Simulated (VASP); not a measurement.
# ZrS2 (P-3m1) in VASP: notebook

Aim: see how the results for ZrS2 move with the level of theory and the settings. Levels: HSE06, PBE0, PBE. Tasks: single point.

Everything below comes from runs of VASP 6.6.1. Logs are shortened: lines on timing, memory, paths and dates and some standing lists are left out, and cuts for length are marked.

## 1. The cell of the first run

Symmetry: P-3m1, No. 164, trigonal system. The conventional cell has a = 3.674 Å, b = 3.674 Å, c = 5.857 Å, α = 90.00°, β = 90.00°, γ = 120.00°. Within 3.4 Å of Zr (site symmetry -3m) lie 6 S at 2.57 Å. S (site symmetry 3m) has 3 Zr at 2.57 Å within 3.4 Å.

## 2. Single point, HSE06

The input, POSCAR:

```
ZrS2
1.0
    3.6743613682      0.0000000000      0.0000000000
   -1.8371806841      3.1820902876      0.0000000000
    0.0000000000      0.0000000000      5.8571357017
Zr S
1 2
Direct
    0.0000000000      0.0000000000      0.0000000000
    0.6666666667      0.3333333333      0.7537647210
    0.3333333333      0.6666666667      0.2462352790
```

The input, INCAR.step1:

```
SYSTEM = ZrS2
PREC = Accurate ; ENCUT = 400
EDIFF = 1E-5 ; ISMEAR = 0
SIGMA = 0.01 ; LREAL = .False.
LASPH = .True. ; NELM = 120
ALGO = Normal ; ISIF = 2
LWAVE = .True. ; LCHARG = .False.
NBANDS = 19 ; GGA = PE
GGA_COMPAT = .False.
```

The input, INCAR.step2:

```
SYSTEM = ZrS2
PREC = Accurate ; ENCUT = 400
EDIFF = 1E-6 ; ISMEAR = 0
SIGMA = 0.01 ; LREAL = .False.
LASPH = .True. ; NELM = 120
ALGO = Normal ; ISIF = 2
LWAVE = .False. ; LCHARG = .False.
GGA = PE ; LHFCALC = .True.
HFSCREEN = 0.2079 ; PRECFOCK = Normal
NBANDS = 19 ; ISTART = 1
GGA_COMPAT = .False.
```

The input, KPOINTS:

```
Automatic mesh
0
Gamma
  6 6 4
  0 0 0
```

Potentials or basis: VASP PAW PBE potentials, release 64 (Zr_sv, S).

Started as:

```
> cat potpaw_PBE.64/Zr_sv/POTCAR potpaw_PBE.64/S/POTCAR > POTCAR
> cp INCAR.step1 INCAR
> mpirun -np 1 vasp_std > vasp.out
> cp INCAR.step2 INCAR
> mpirun -np 1 vasp_std > vasp.out
```

OUTCAR:

```text
SYSTEM = ZrS2
   PREC = Accurate
   ENCUT = 400
   EDIFF = 1E-6
   ISMEAR = 0
   LREAL = .False.
   LASPH = .True.
   NELM = 120
   ISIF = 2
   GGA = PE
   LHFCALC = .True.
   HFSCREEN = 0.2079
   PRECFOCK = Normal
   ISTART = 1

 ion  position               nearest neighbor table
   1  0.000  0.000  0.000-   2 2.57   3 2.57   2 2.57   3 2.57   2 2.57   3 2.57
   2  0.667  0.333  0.754-   1 2.57   1 2.57   1 2.57
   3  0.333  0.667  0.246-   1 2.57   1 2.57   1 2.57

  LATTYP: Found a hexagonal cell.
 ALAT       =     3.6743613682
 C/A-ratio  =     1.5940554330

  Lattice vectors:

 A1 = (   3.6743613682,   0.0000000000,   0.0000000000)
 A2 = (  -1.8371806841,   3.1820902876,   0.0000000000)
 A3 = (   0.0000000000,   0.0000000000,   5.8571357017)

Analysis of symmetry for initial positions (statically):
=====================================================================
 Subroutine PRICEL returns:
 Original cell was already a primitive cell.

 Routine SETGRP: Setting up the symmetry group for a
 hexagonal supercell.

 Subroutine GETGRP returns: Found 12 space group operations
 (whereof 12 operations were pure point group operations)
 out of a pool of 24 trial point group operations.

The static configuration has the point symmetry D_3d.

Analysis of symmetry for dynamics (positions and initial velocities):
=====================================================================
 Subroutine PRICEL returns:
 Original cell was already a primitive cell.

 Routine SETGRP: Setting up the symmetry group for a
 hexagonal supercell.

 Subroutine GETGRP returns: Found 12 space group operations
 (whereof 12 operations were pure point group operations)
 out of a pool of 24 trial point group operations.

The dynamic configuration has the point symmetry D_3d.

 Subroutine INISYM returns: Found 12 space group operations
 (whereof 12 operations are pure point group operations),
 and found     1 'primitive' translations

----------------------------------------------------------------------------------------

                                     Primitive cell

  volume of cell :      68.4825

  direct lattice vectors                    reciprocal lattice vectors
     3.674361368  0.000000000  0.000000000     0.272156138  0.157129420  0.000000000
    -1.837180684  3.182090288  0.000000000     0.000000000  0.314258839  0.000000000
     0.000000000  0.000000000  5.857135702     0.000000000  0.000000000  0.170731916

  length of vectors
     3.674361368  3.674361368  5.857135702     0.314258839  0.314258839  0.170731916

  position of ions in fractional coordinates (direct lattice)
     0.000000000  0.000000000  0.000000000
     0.666666667  0.333333333  0.753764721
     0.333333333  0.666666667  0.246235279

  ion indices of the primitive-cell ions
   primitive index   ion index
                 1           1
                 2           2
                 3           3

----------------------------------------------------------------------------------------

 KPOINTS: Automatic mesh

Automatic generation of k-mesh.
 Grid dimensions read from file:
 generate k-points for:    6    6    4

 Generating k-lattice:

  Cartesian coordinates                     Fractional coordinates (reciprocal lattice)
     0.045359356  0.026188237  0.000000000     0.166666667 -0.000000000  0.000000000
     0.000000000  0.052376473  0.000000000     0.000000000  0.166666667  0.000000000
     0.000000000  0.000000000  0.042682979     0.000000000  0.000000000  0.250000000

  Length of vectors
     0.052376473  0.052376473  0.042682979

  Shift w.r.t. Gamma in fractional coordinates (k-lattice)
     0.000000000  0.000000000  0.000000000

 Subroutine IBZKPT returns following result:
 ===========================================

 Found     24 irreducible k-points:

 Following reciprocal coordinates:
            Coordinates               Weight
  0.000000  0.000000  0.000000      1.000000
  0.166667  0.000000  0.000000      6.000000
  0.333333 -0.000000  0.000000      6.000000
  0.500000  0.000000  0.000000      3.000000
  0.166667  0.166667  0.000000      6.000000
  0.333333  0.166667  0.000000     12.000000
[... 16 lines left out ...]
  0.333333  0.166667  0.500000     12.000000
  0.333333  0.333333  0.500000      2.000000
   k-points           NKPTS =     24   k-points in BZ     NKDIM =    144   number of bands    NBANDS=     19
   number of dos      NEDOS =    301   number of ions     NIONS =      3
   total plane-waves  NPLWV =  23040
   dimension x,y,z NGX =    24 NGY =   24 NGZ =   40
   dimension x,y,z NGXF=    48 NGYF=   48 NGZF=   80
   ions per type =               1   2
   NGX,Y,Z   is equivalent  to a cutoff of  10.86, 10.86, 11.35 a.u.
   NGXF,Y,Z  is equivalent  to a cutoff of  21.72, 21.72, 22.71 a.u.
 SYSTEM =  ZrS2
   PREC   = accura    normal or accurate (medium, high low for compatibility)
   ISTART =      1    job   : 0-new  1-cont  2-samecut
   ICHARG =      0    charge: 1-file 2-atom 10-const
   ISPIN  =      1    spin polarized calculation?
   LNONCOLLINEAR =      F non collinear calculations
   LSORBIT =      F    spin-orbit coupling
   LASPH  =      T    aspherical Exc in radial PAW
   ENCUT  =  400.0 eV  29.40 Ry    5.42 a.u.   5.99  5.99  9.55*2*pi/ulx,y,z
   NELM   =    120;   NELMIN=  2; NELMDL=  0     # of ELM steps
   EDIFF  = 0.1E-05   stopping-criterion for ELM
   LREAL  =      F    real-space projection
   EDIFFG = 0.1E-04   stopping-criterion for IOM
   NSW    =      0    number of steps for IOM
   IBRION =     -1    ionic relax: 0-MD 1-quasi-New 2-CG
   NFREE  =      0    steps in history (QN), initial steepest desc. (CG)
   ISIF   =      2    stress and relaxation
   ISYM   =      3    0-nonsym 1-usesym 2-fastsym
   POTIM  = 0.5000    time-step for ionic-motion
   TEBEG  =    0.0;   TEEND  =   0.0 temperature during run
   PSTRESS=    0.0 pullay stress
   NELECT =      24.0000    total number of electrons
   NUPDOWN=      -1.0000    fix difference up-down
   EMIN   =  10.00;   EMAX   =-10.00  energy-range for DOS
   EFERMI =   0.00;   METHOD = LEGACY
   ISMEAR =     0;   SIGMA  =   0.01  broadening in eV -4-tet -1-fermi 0-gaus
   EFERMI_NEDOS =   21; number of points for ismear=-14 and -15
   IALGO  =     38    algorithm
   IMIX   =      1    mixing-type and parameters
     AMIX     =   0.40;   BMIX     =  1.00
     AMIX_MAG =   1.60;   BMIX_MAG =  1.00
  volume/ion in A,a.u.               =      22.83       154.05
  Fermi-wavevector in a.u.,A,eV,Ry     =   1.154211  2.181143 18.125735  1.332204
  Thomas-Fermi vector in A             =   2.290850
   LORBIT       =      0    0 simple, 1 ext, 2 COOP (PROOUT), +10 PAW based schemes
   GGA     = PE    functional components
   LHFCALC =     T    Hartree Fock is set to
   PRECFOCK=normal    Normal, Fast or Accurate (Low or Medium for compatibility)
   ENCUT4O =  -1.0   cutoff for four orbital integrals eV
   NKREDX  =     1    reduce k-point grid by
   NKREDY  =     1    reduce k-point grid by
   NKREDZ  =     1    reduce k-point grid by
   AEXX    =    0.2500 exact exchange contribution
   HFSCREEN=    0.2079 screening length (either q_TF or 0.3 A-1)
   HFSCREENC=   0.2079 screening length for correlation (either q_TF or 0.3 A-1)
   ENCUTFOCK=  -1.0 apply spherical cutoff to Coloumb kernel
   IVDW    =     0    specifies the selected vdW correction
   LEPSILON=     F    determine dielectric tensor
   LRPA    =     F    only Hartree local field effects (RPA)
 non-spin polarized calculation
 Gauss-broadening in eV      SIGMA  =   0.01
  energy-cutoff  :      400.00
  volume of cell :       68.48
 maximum number of plane-waves:      1254
  NGX = 18; NGY = 18; NGZ = 30

 number of electron      24.0000004 magnetization

 Free energy of the ion-electron system (eV)
  ---------------------------------------------------
  ext. energy  EPLUGINS =         0.00000000
  ---------------------------------------------------
  free energy    TOTEN  =       -25.41834299 eV

  energy without entropy =      -25.41834299  energy(sigma->0) =      -25.41834299

 E-fermi :   4.2878     XC(G=0):  -7.9442

 val. band max:        4.1411163456   @ k =   0.0000   0.0000   0.0000
 cond. band min:       5.8161957338   @ k =   0.5000   0.0000   0.5000
 fundamental gap:      1.6750793882
 Fermi energy:         4.2877852858

 k-point     1 :       0.0000    0.0000    0.0000
  band No.  band energies     occupation
      1     -48.3431      2.00000
      2     -25.0173      2.00000
      3     -24.8355      2.00000
      4     -24.8355      2.00000
      5      -9.9941      2.00000
      6      -8.3175      2.00000
[... 11 lines left out ...]
     18      10.7550      0.00000
     19      10.9538      0.00000

 k-point     2 :       0.1667    0.0000    0.0000
  band No.  band energies     occupation
      1     -48.3378      2.00000
      2     -25.0009      2.00000
      3     -24.9140      2.00000
      4     -24.8524      2.00000
      5      -9.6883      2.00000
      6      -8.3988      2.00000
[... 11 lines left out ...]
     18      12.0152      0.00000
     19      12.5681      0.00000

 k-point     3 :       0.3333   -0.0000    0.0000
  band No.  band energies     occupation
      1     -48.3270      2.00000
      2     -25.0680      2.00000
      3     -24.9670      2.00000
      4     -24.8859      2.00000
      5      -9.0522      2.00000
      6      -8.5121      2.00000
[... 11 lines left out ...]
     18      12.6431      0.00000
     19      13.4400      0.00000

 k-point     4 :       0.5000    0.0000    0.0000
  band No.  band energies     occupation
      1     -48.3216      2.00000
      2     -25.1426      2.00000
      3     -24.9505      2.00000
      4     -24.9025      2.00000
      5      -8.8570      2.00000
      6      -8.3881      2.00000
[... 407 lines left out ...]
     18      13.6509      0.00000
     19      13.6755      0.00000

 k-point    23 :       0.3333    0.1667    0.5000
  band No.  band energies     occupation
      1     -48.3216      2.00000
      2     -25.1023      2.00000
      3     -24.9527      2.00000
      4     -24.9423      2.00000
      5      -8.8122      2.00000
      6      -8.4273      2.00000
[... 11 lines left out ...]
     18      12.2263      0.00000
     19      13.1975      0.00000

 k-point    24 :       0.3333    0.3333    0.5000
  band No.  band energies     occupation
      1     -48.3190      2.00000
      2     -25.0466      2.00000
      3     -25.0466      2.00000
      4     -24.9433      2.00000
      5      -8.5439      2.00000
      6      -8.5439      2.00000
[... 11 lines left out ...]
     18      13.3232      0.00000
     19      13.8574      0.00000

------------------------ aborting loop because EDIFF is reached ----------------------------------------

  FORCE on cell =-STRESS in cart. coord.  units (eV):
  Direction    XX          YY          ZZ          XY          YZ          ZX
  --------------------------------------------------------------------------------------
  -------------------------------------------------------------------------------------
  Total       -0.1082880     -0.1082880      0.1947618      0.0000000      0.0000000      0.0000000
  in kB       -2.5334448     -2.5334448      4.5565355      0.0000000      0.0000000      0.0000000
  external PRESSURE =      -0.1701180 kB  Pullay stress =       0.0000000 kB

 VOLUME and BASIS-vectors are now :
 -----------------------------------------------------------------------------
  energy-cutoff  :      400.00
  volume of cell :       68.48
      direct lattice vectors                 reciprocal lattice vectors
     3.674361368  0.000000000  0.000000000     0.272156138  0.157129420  0.000000000
    -1.837180684  3.182090288  0.000000000     0.000000000  0.314258839  0.000000000
     0.000000000  0.000000000  5.857135702     0.000000000  0.000000000  0.170731916

 POSITION                                       TOTAL-FORCE (eV/Angst)
 -----------------------------------------------------------------------------------
      0.00000      0.00000      0.00000         0.000000      0.000000      0.000000
      1.83718      1.06070      4.41490        -0.000000      0.000000      0.185603
     -0.00000      2.12139      1.44223        -0.000000      0.000000     -0.185603
 -----------------------------------------------------------------------------------
    total drift:                               -0.000000     -0.000000      0.000000

  FREE ENERGIE OF THE ION-ELECTRON SYSTEM (eV)
  ---------------------------------------------------
  free  energy   TOTEN  =       -25.4183429877 eV

  energy  without entropy=      -25.4183429877  energy(sigma->0) =      -25.41834299
```

Wall time 35 min (1 thread of Intel Xeon Platinum 8559C (Emerald Rapids), shared host); peak memory 0.28 GiB.

What came out:

```
Free energy            : -25.4183 eV
Pressure               : 0.0 GPa
Largest force          : 0.186 eV/Å
Band gap on the k mesh : 1.68 eV (least direct gap 2.38 eV)
```

Forces on the atoms (eV/Å):
```
Zr   0.000  0.000  0.000
S    0.000  0.000  0.186
S    0.000  0.000 -0.186
```

Levels at points of the mesh, in eV from the valence-band top:
| k point | band 10 | band 11 | band 12 | band 13 | band 14 | band 15 |
| --- | --- | --- | --- | --- | --- | --- |
| (0.00, 0.00, 0.00) | -0.19 | -0.19 | 0.00 | 2.38 | 2.38 | 3.29 |
| (0.50, 0.00, 0.00) | -2.75 | -2.11 | -1.49 | 1.84 | 4.28 | 4.58 |
| (0.00, 0.00, 0.50) | -1.98 | -0.34 | -0.34 | 2.34 | 2.34 | 3.64 |
| (0.50, 0.00, 0.50) | -2.56 | -1.19 | -0.93 | 1.68 | 4.26 | 4.58 |

Caveat: the PAW data sets were made with another functional, which shifts forces and pressure a little; this functional lacks dispersion, which binds layers or chains, so the pressure and a relaxed spacing across them are unreliable.

## 3. Single point, PBE0

POSCAR is that of step 2.

The input, INCAR.step1:

```
PREC = Accurate
ENCUT = 400
EDIFF = 1E-5
ISMEAR = 0
SIGMA = 0.01
LREAL = False
LASPH = True
NELM = 120
ALGO = Normal
ISIF = 2
LWAVE = True
GGA = PE
NBANDS = 19
GGA_COMPAT = False
```

The input, INCAR.step2:

```
PREC = Accurate
ENCUT = 400
EDIFF = 1E-6
ISMEAR = 0
SIGMA = 0.01
LREAL = False
LASPH = True
NELM = 120
ALGO = Normal
ISIF = 2
LWAVE = False
LCHARG = True
GGA = PE
LHFCALC = True
AEXX = 0.25
PRECFOCK = Normal
LELF = True
LVHAR = True
ISTART = 1
NBANDS = 19
GGA_COMPAT = False
```

The input, KPOINTS:

```
regular mesh
0
Gamma
  6 6 4
```

Potentials or basis: VASP PAW PBE potentials, release 64 (Zr_sv, S).

Started as:

```
> cat potpaw_PBE.64/Zr_sv/POTCAR potpaw_PBE.64/S/POTCAR > POTCAR
> cp INCAR.step1 INCAR
> mpirun -np 1 vasp_std > vasp.out
> cp INCAR.step2 INCAR
> mpirun -np 1 vasp_std > vasp.out
```

Wall time 1.8 h (1 thread of Intel Xeon 8259CL, shared host); peak memory 0.19 GiB.

It converged, with:

| Quantity | Value |
| --- | --- |
| Free energy | -27.5118 eV |
| Pressure | -0.1 GPa |
| Largest force | 0.181 eV/Å |
| Band gap on the k mesh | 2.38 eV (least direct gap 3.09 eV) |

Forces on the atoms (eV/Å):
```
Zr   0.000  0.000  0.000
S    0.000  0.000  0.181
S    0.000  0.000 -0.181
```

Stress tensor (GPa, compression positive):
```
-0.31  0.00  0.00
 0.00 -0.31  0.00
 0.00  0.00  0.37
```

Levels at points of the mesh, in eV from the valence-band top:
```
           k point  band 8  band 9  band 10  band 11  band 12  band 13  band 14  band 15  band 16  band 17
(0.00, 0.00, 0.00)   -3.25   -3.25    -0.18    -0.18     0.00     3.09     3.09     4.01     6.56     6.56
(0.50, 0.00, 0.00)   -3.03   -2.88    -2.80    -2.15    -1.51     2.54     5.01     5.31     7.51     7.67
(0.00, 0.00, 0.50)   -3.21   -3.21    -2.03    -0.34    -0.34     3.05     3.05     4.36     7.01     7.01
(0.50, 0.00, 0.50)   -3.76   -3.06    -2.61    -1.20    -0.94     2.38     4.99     5.32     6.94     7.31
```

Caveat: the PAW data sets were made with another functional, which shifts forces and pressure a little; this functional lacks dispersion, which binds layers or chains, so the pressure and a relaxed spacing across them are unreliable. A k mesh can miss the band edges.

## 4. Single point, PBE, non-collinear spin, zero start, spin-orbit coupling

The input, INCAR:

```
SYSTEM = ZrS2
PREC = Accurate
ENCUT = 500
EDIFF = 1E-6
ISMEAR = -1
SIGMA = 0.02
LREAL = .FALSE.
LASPH = .TRUE.
NELM = 200
ALGO = Normal
ISIF = 2
LWAVE = .FALSE.
LCHARG = .TRUE.
MAGMOM = 0 0 0 0 0 0 0 0 0
LORBIT = 11
LSORBIT = .TRUE.
GGA_COMPAT = .FALSE.
LORBMOM = .TRUE.
LMAXMIX = 4
GGA = PE
LVHAR = .TRUE.
NBANDS = 37
```

The input, KPOINTS:

```
Automatic mesh
0
G
  12 12 4
  0 0 0
```

POSCAR is that of step 3.

Started as:

```
> cat potpaw_PBE.64/Zr_sv/POTCAR potpaw_PBE.64/S/POTCAR > POTCAR
> mpirun -np 1 vasp_ncl > vasp.out
```

Run time: 4.7 min. Hardware: 1 thread of Intel Xeon Platinum 8488C (Sapphire Rapids), shared host; peak memory 0.46 GiB.

The run converged. Its results:

| Property | Result |
| --- | --- |
| Free energy | -21.4776 eV |
| Pressure | 1.3 GPa |
| Largest force | 0.046 eV/Å |
| Net moment | 0.00 μB per cell |
| Valence electrons inside the program's atomic spheres | Zr 9.63; S 3.76 |

Forces on the atoms (eV/Å):
```
Zr   0.000  0.000  0.000
S    0.000  0.000 -0.046
S    0.000  0.000  0.046
```

Stress tensor (GPa, compression positive):
```
0.91 0.00 0.00
0.00 0.91 0.00
0.00 0.00 2.01
```

Moments on the atoms (μB; x, y, z):
```
Zr  0.00 0.00 0.00
S   0.00 0.00 0.00
S   0.00 0.00 0.00
```

Caveat: this functional lacks dispersion, which binds layers or chains, so the pressure and a relaxed spacing across them are unreliable.

## 5. Summary

```tsv
level	spin	k mesh	cutoff (eV)	smearing	grid for exact exchange (PRECFOCK)	share of exact exchange	screening parameter	gap on the mesh (eV)	pressure (GPa)	largest force (eV/Å)
HSE06	off	6 × 6 × 4	400	gaussian 0.01 eV	Normal	0.25	0.2079 1/Å	1.68	0.0	0.19
PBE0	off	6 × 6 × 4	400	gaussian 0.01 eV	Normal	0.25	-	2.38	-0.1	0.18
PBE	non-collinear, zero start, SOC	12 × 12 × 4	500	fermi-dirac 0.02 eV	-	-	-	-	1.3	0.05
```

Alike in all rows: task single point; potentials or basis VASP PAW PBE potentials, release 64 (Zr_sv, S); cell as given.

The pressure there spans -0.1 GPa (PBE0) to 1.3 GPa (PBE); a positive pressure means that this level wants a larger cell, a negative one a smaller.

Caveats: this functional lacks dispersion, which binds layers or chains, so the pressure and a relaxed spacing across them are unreliable; the PAW data sets were made with another functional, which shifts forces and pressure a little (at least some runs).

Total energies depend on the potentials used, so only differences within one code and one set of settings carry meaning.
